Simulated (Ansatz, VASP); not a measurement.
# Two plane-wave programs on YP

```
Y P
1.0
     3.40500    0.00000    0.00000
     0.00000    3.40500    0.00000
     0.00000    0.00000    3.40500
Y P
1 1
Direct
  0.00000 0.00000 0.00000
  0.50000 0.50000 0.50000
```

Alike in both runs: task single point; functional LDA; k mesh 12 × 12 × 12; occupations fermi-dirac, width 0.15 eV; no spin polarisation.

```csv
,VASP,Ansatz
version,VASP 6.6.1,Ansatz 0.2.0
potentials or method,"VASP PAW LDA potentials, release 64 (Y_sv, P), cutoff 500 eV","scalar-relativistic, plane waves, PAW"
valence electrons in the cell,16,16
```

|  | VASP | Ansatz | Ansatz less VASP |
| --- | --- | --- | --- |
| gap on the k mesh at the Fermi level (eV) | none | none | - |
| pressure (GPa) | -0.3 | -0.3 | +0.01 |

LDA's correlation is that of Perdew and Zunger in VASP and of Perdew and Wang (1992) in Ansatz. A gap of «none» marks a metal or a gap that the smearing closes.
